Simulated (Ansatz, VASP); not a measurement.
# BiTe: VASP beside Ansatz

The input INCAR:

```
ALGO = Normal ; EDIFF = 1E-7
ENCUT = 520 ; ISIF = 2
ISMEAR = 1 ; LASPH = T
LCHARG = F ; LREAL = F
LWAVE = F ; NBANDS = 18
NELM = 80 ; PREC = Accurate
SIGMA = 0.02
```

KPOINTS

```
k-points
0
Gamma
  14 14 14
```

File POSCAR:

```
BiTe
1.0
    0.0000000000      3.2350000000      3.2350000000
    3.2350000000      0.0000000000      3.2350000000
    3.2350000000      3.2350000000      0.0000000000
Bi Te
1 1
Direct
    0.0000000000      0.0000000000      0.0000000000
    0.5000000000      0.5000000000      0.5000000000
```

Input for Ansatz:

```yaml
crystal:
  lattice:
    - [0.0, 3.235, 3.235]
    - [3.235, 0.0, 3.235]
    - [3.235, 3.235, 0.0]
  atoms:
    - { symbol: Bi, position: [0.0, 0.0, 0.0] }
    - { symbol: Te, position: [0.5, 0.5, 0.5] }
basis:
  ecutwfc: 420
kpoints:
  mp_grid: { grid: [14, 14, 14] }
hamiltonian:
  xc: lda
scf:
  occupations: { method: cold, width: 0.02 }
output:
  forces: true
  stress: true
  eigenvalues: true
```

Alike in both runs: task single point; functional LDA; k mesh 14 × 14 × 14; no spin polarisation.

```csv
,VASP,Ansatz
version,VASP 6.6.1,Ansatz 0.2.0
potentials or method,"VASP PAW LDA potentials, release 64 (Bi_d, Te), cutoff 520 eV","scalar-relativistic, plane waves, PAW"
occupations,"methfessel-paxton of order 1, width 0.02 eV","cold, width 0.02 eV"
valence electrons in the cell,21,31
```

|  | VASP | Ansatz | Ansatz less VASP |
| --- | --- | --- | --- |
| gap on the k mesh at the Fermi level (eV) | none | none | - |
| pressure (GPa) | -2.7 | -2.8 | -0.06 |

LDA's correlation is that of Perdew and Zunger in VASP and of Perdew and Wang (1992) in Ansatz. A gap of «none» marks a metal or a gap that the smearing closes. VASP's potentials hold 21 valence electrons a cell and Ansatz's 31, so a difference there can come from the potentials and not from the codes.

Spin-orbit coupling is off throughout.
